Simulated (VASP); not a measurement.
Here is a VASP 6.6.1 calculation.

Contents of INCAR:

```
ALGO = Normal ; EDIFF = 1E-6
EDIFFG = -0.002 ; ENCUT = 520
GGA = PS ; IBRION = 2
ISIF = 2 ; ISMEAR = 0
LASPH = T ; LCHARG = F
LREAL = F ; LWAVE = F
NELM = 80 ; NSW = 50
PREC = Accurate ; SIGMA = 0.01
```

The input KPOINTS:

```
k-points
0
Gamma
  10 10 10
```

POSCAR

```
LiH
1.0
    0.0099518428      1.9953444811      1.9953444811
    1.9953444811      0.0099518428      1.9953444811
    1.9953444811      1.9953444811      0.0099518428
Li H
1 1
Direct
    0.0000000000      0.0000000000      0.0000000000
    0.5000000000      0.5000000000      0.5000000000
```

Potentials or basis: VASP PAW PBE potentials, release 64 (Li_sv, H).

The run is started by

```bash
$ cat potpaw_PBE.64/Li_sv/POTCAR potpaw_PBE.64/H/POTCAR > POTCAR
$ mpirun -np 1 vasp_std > vasp.out
```

(1) What does it give for the band gap on the k mesh?

## Answers

(1) 2.73 eV, direct.

Caveat: the cell differs from its parent crystal (equal xy, yz and zx engineering shears of +0.5 %); the relaxation stopped at its first step, so nothing moved.
